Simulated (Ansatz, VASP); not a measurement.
**Two plane-wave programs on GaP**

INCAR

```
PREC     = Accurate       # precision mode
ENCUT    = 520            # plane-wave cutoff, eV
EDIFF    = 1E-6           # SCF threshold, eV
ISMEAR   = 0              # smearing method
SIGMA    = 0.02           # smearing width, eV
LREAL    = False          # projectors in reciprocal space
LASPH    = True           # aspherical terms in the spheres
NELM     = 60             # most SCF steps
ALGO     = Normal         # electronic algorithm
ISIF     = 2              # what is computed and relaxed
LWAVE    = False          # write WAVECAR
LCHARG   = True           # write CHGCAR
GGA      = PE             # functional
LELF     = True           # ELF
LVHAR    = True         
NBANDS   = 26             # bands
```

Contents of KPOINTS:

```
regular mesh
0
Gamma
  9 9 9
```

File POSCAR:

```
GaP
1.0
    1.9964092325      1.1526274078      6.0287558528
   -1.9964092325      1.1526274078      6.0287558528
    0.0000000000     -2.3052548156      6.0287558528
Ga P
2 2
Direct
    0.4335586153      0.4335586153      0.4335586153
    0.5664413847      0.5664413847      0.5664413847
    0.0586330953      0.0586330953      0.0586330953
    0.9413669047      0.9413669047      0.9413669047
```

Input for Ansatz:

```yaml
crystal:
  lattice:
    - [1.9964092325, 1.1526274078, 6.0287558528]
    - [-1.9964092325, 1.1526274078, 6.0287558528]
    - [0.0, -2.3052548156, 6.0287558528]
  atoms:
    - { symbol: Ga, position: [0.4335586153, 0.4335586153, 0.4335586153] }
    - { symbol: Ga, position: [0.5664413847, 0.5664413847, 0.5664413847] }
    - { symbol: P, position: [0.0586330953, 0.0586330953, 0.0586330953] }
    - { symbol: P, position: [0.9413669047, 0.9413669047, 0.9413669047] }
basis:
  ecutwfc: 420
kpoints:
  mp_grid: { grid: [9, 9, 9] }
hamiltonian:
  xc: pbe
scf:
  occupations: { method: gaussian, width: 0.02 }
output:
  forces: true
  stress: true
  eigenvalues: true
```

Alike in both runs: task single point; functional PBE; k mesh 9 × 9 × 9; occupations gaussian, width 0.02 eV; no spin polarisation.

|  | VASP | Ansatz |
| --- | --- | --- |
| version | VASP 6.6.1 | Ansatz 0.2.0 |
| potentials or method | VASP PAW PBE potentials, release 64 (Ga_d, P), cutoff 520 eV | scalar-relativistic, plane waves, PAW |
| valence electrons in the cell | 36 | 36 |

|  | VASP | Ansatz | Ansatz less VASP |
| --- | --- | --- | --- |
| gap on the k mesh at the Fermi level (eV) | 0.26 | 0.27 | +0.012 |
| least direct gap on the mesh (eV) | 0.40 | 0.40 | 0.000 |
| pressure (GPa) | 2.0 | 2.0 | +0.04 |
| traceless stress, the component that is largest in VASP (GPa) | 10.18 | 10.29 | +0.112 |
| rms of the force components (eV/Å) | 0.338 | 0.360 | +0.0223 |

Atom by atom the forces differ by 0.023 eV/Å (rms over components).
